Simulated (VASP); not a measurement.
Write the native input for VASP 6.6.1 that does the following.

```
Task                   : single point
Functional             : PBEsol
Potentials or basis    : VASP PAW PBE potentials, release 64 (Pb_d, Se)
Cutoff                 : 520 eV
k mesh                 : 6 × 6 × 6
Occupations            : gaussian, width 0.02 eV
Spin                   : no spin polarisation
Dipole correction      : no
Further INCAR settings : ALGO = Normal; EDIFF = 1e-06; NBANDS = 28
```

The structure of PbSe lies in POSCAR:

```
PbSe
1.0
    0.0000000000     11.8950190999      3.2659361416
    3.2048979608      0.0286290487      3.1560088228
    3.2048979608     11.8663900512      0.1099273188
Pb Se
2 2
Direct
    0.1854452822      0.7982002777      0.2017997223
    0.8282502911      0.2159967278      0.7840032722
    0.6930143710      0.3072398288      0.6927601712
    0.2592910557      0.6445641658      0.3554358342
```

This cell differs from its parent crystal: strained and its atoms moved.

These files were run (other wordings do the same):

INCAR

```
SYSTEM = PbSe
PREC = Accurate
ENCUT = 520
EDIFF = 1E-6
ISMEAR = 0
SIGMA = 0.02
LREAL = .FALSE.
LASPH = .TRUE.
NELM = 80
ALGO = Normal
ISIF = 2
LWAVE = .FALSE.
LCHARG = .FALSE.
GGA = PS
NBANDS = 28
```

KPOINTS

```
Automatic mesh
0
G
  6 6 6
  0 0 0
```

Potentials or basis: VASP PAW PBE potentials, release 64 (Pb_d, Se).

Run with:

```bash
$ cat potpaw_PBE.64/Pb_d/POTCAR potpaw_PBE.64/Se/POTCAR > POTCAR
$ mpirun -np 1 vasp_std > vasp.out
```

Results of the run:

- Pressure: -0.2 GPa
- Largest force: 0.975 eV/Å
- Band gap on the k mesh: 1.60 eV (least direct gap 1.68 eV)

Caveat: the cell differs from its parent crystal (strained and its atoms moved); the PAW data sets were made with another functional, which shifts forces and pressure a little; spin-orbit coupling is left out, which moves the levels of the heavy elements.

It took 12 min on 1 thread of Intel(R) Xeon(R) 6975P-C (Granite Rapids), with other jobs on the host, peak memory 0.9 GiB.
